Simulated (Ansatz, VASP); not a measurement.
Nb in VASP and in Ansatz

```
Nb
1.0
     0.00000    2.11500    2.15730
     2.11500    0.00000    2.15730
     2.11500    2.11500    0.00000
Nb
1
Cartesian
  0.0000 0.0000 0.0000
```

Change from the starting cell: zz strain of +2 %.

Alike in both runs: task single point; functional PBE; k mesh 13 × 13 × 13; occupations fermi-dirac, width 0.08 eV; no spin polarisation.

```csv
,VASP,Ansatz
version,VASP 6.6.1,Ansatz 0.2.0
potentials or method,"VASP PAW PBE potentials, release 64 (Nb_sv), cutoff 520 eV","all-electron LAPW, scalar-relativistic"
```

```tsv
	VASP	Ansatz	Ansatz less VASP
pressure (GPa)	-4.5	-4.3	+0.29
traceless stress, the component that is largest in VASP (GPa)	2.96	2.98	+0.025
```

Ansatz ran all-electron here, and VASP with PAW potentials.
